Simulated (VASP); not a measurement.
**NaTaO2: single point with PBE**

The system is NaTaO2.

```xyz
4
Lattice="-2.0642 2.0642 3.7972 2.0642 -2.0642 3.7972 2.0642 2.0642 -3.7972" Properties=species:S:1:pos:R:3 pbc="T T T"
Na    0.0000    0.0000    0.0000
Ta    0.0000    0.0000    3.7972
O     0.0000    2.0642    0.0000
O     2.0642    0.0000    0.0000
```

The cell was generated, and may not be a known phase.

```json
{
 "Program": "VASP 6.6.1",
 "Task": "single point",
 "Functional": "PBE",
 "Potentials or basis": "VASP PAW PBE potentials, release 64 (Na_pv, Ta_pv, O)",
 "Cutoff": "520 eV",
 "k mesh": "6 × 6 × 6",
 "Occupations": "gaussian, width 0.1 eV",
 "Spin": "collinear spin",
 "Starting moments": "[0.0, 1.0, 0.0, 0.0] μB"
}
```

- Pressure: 0.5 GPa
- Net moment: 0.17 μB per cell
- Site moments: Na -0.00; Ta +0.12; O -0.01 μB
- Valence electrons inside the program's atomic spheres: Na 6.17; Ta 8.59; O 5.05

Stress tensor (GPa, compression positive):
```
0.72 0.00 0.00
0.00 0.72 0.00
0.00 0.00 0.20
```

Levels at points of the mesh, in eV from the Fermi level:
Spin up:
| k point | band 11 | band 12 | band 13 | band 14 | band 15 | band 16 | band 17 | band 18 | band 19 | band 20 |
| --- | --- | --- | --- | --- | --- | --- | --- | --- | --- | --- |
| (0.00, 0.00, 0.00) | -4.28 | -3.97 | -3.77 | -3.77 | -2.03 | -0.56 | -0.28 | -0.28 | 3.46 | 3.67 |
| (0.50, 0.00, 0.00) | -5.15 | -4.80 | -4.71 | -4.31 | -0.51 | 0.12 | 1.82 | 2.28 | 3.06 | 4.07 |
| (0.50, 0.50, 0.00) | -6.92 | -5.48 | -4.84 | -3.55 | -0.30 | 2.21 | 2.40 | 3.16 | 3.45 | 4.72 |
| (0.50, 0.50, 0.50) | -5.07 | -3.75 | -3.75 | -3.61 | -0.47 | 0.29 | 0.29 | 0.38 | 2.84 | 3.46 |
Spin down:
```
           k point  band 11  band 12  band 13  band 14  band 15  band 16  band 17  band 18  band 19  band 20
(0.00, 0.00, 0.00)    -4.29    -3.99    -3.78    -3.78    -1.89    -0.50    -0.16    -0.16     3.51     3.75
(0.50, 0.00, 0.00)    -5.14    -4.80    -4.71    -4.32    -0.33     0.24     1.87     2.37     3.13     4.12
(0.50, 0.50, 0.00)    -6.91    -5.47    -4.83    -3.56    -0.11     2.30     2.50     3.21     3.55     4.76
(0.50, 0.50, 0.50)    -5.07    -3.76    -3.76    -3.62    -0.41     0.41     0.41     0.59     2.91     3.51
```

It took 64 s on 1 thread of Intel(R) Xeon(R) 6975P-C (Granite Rapids), on a shared host, peak memory 0.29 GiB.

Caveat: a moment this small can come from the mesh or the smearing; spin-orbit coupling is left out, which moves the levels of the heavy elements.
